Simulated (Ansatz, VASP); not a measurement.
**Two plane-wave programs on AlN**

```
Al N
1.0
    -1.63784    2.83682    0.00000
     0.00000    0.00000    4.10063
     4.91352    2.83682    0.00000
Al N
4 4
Direct
  0.42565 0.75000 0.06617
  0.00000 0.75000 0.66667
  0.00000 0.25000 0.33333
  0.50000 0.25000 0.83333
  0.50000 0.25000 0.16667
  0.00000 0.25000 0.66667
  0.00000 0.75000 0.33333
  0.50000 0.75000 0.83333
```

Alike in both runs: task single point; functional LDA; k mesh 8 × 6 × 4; occupations gaussian, width 0.05 eV; no spin polarisation.

|  | VASP | Ansatz |
| --- | --- | --- |
| version | VASP 6.6.1 | Ansatz 0.2.0 |
| potentials or method | VASP PAW LDA potentials, release 64 (Al, N), cutoff 520 eV | scalar-relativistic, plane waves, PAW |
| valence electrons in the cell | 32 | 32 |

|  | VASP | Ansatz | Ansatz less VASP |
| --- | --- | --- | --- |
| gap on the k mesh at the Fermi level (eV) | 1.56 | 1.55 | -0.009 |
| least direct gap on the mesh (eV) | 1.62 | 1.61 | -0.011 |
| pressure (GPa) | 26.5 | 26.0 | -0.51 |
| traceless stress, the component that is largest in VASP (GPa) | 42.70 | 42.73 | +0.030 |
| rms of the force components (eV/Å) | 9.592 | 9.632 | +0.0396 |

Ansatz warns that its potentials were made for another functional, while VASP's fit it. LDA's correlation is that of Perdew and Zunger in VASP and of Perdew and Wang (1992) in Ansatz. Atom by atom the forces differ by 0.043 eV/Å (rms over components).
